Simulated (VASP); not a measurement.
AlN:

```
Al N
1.0
     0.00000    2.11012    2.11012
     2.11012    0.00000    2.11012
     2.11012    2.11012    0.00000
Al N
1 1
Direct
  0.00000 0.00000 0.00000
  0.50000 0.50000 0.50000
```

This cell differs from its parent crystal: strain +4.5%.

Program: VASP 6.6.1. Alike in all runs: task single point; potentials or basis VASP PAW PBE potentials, release 64 (Al, N); no spin polarisation; cell as given; cutoff (eV) 520. Hardware: 1 thread of Intel(R) Xeon(R) Platinum 8488C (Sapphire Rapids), on a shared host.

Problem. Order these runs on this cell by their wall time, lowest first.
A. level PBE; k mesh 10 × 10 × 10; smearing fermi-dirac 0.02 eV
B. level r2SCAN; k mesh 10 × 10 × 10; smearing gaussian 0.01 eV
C. level HSE06; k mesh 8 × 8 × 8; smearing gaussian 0.01 eV; grid for exact exchange (PRECFOCK) Normal; screening parameter 0.2079 1/Å

Solution. A (7 s), B (22 s), C (1100 s).
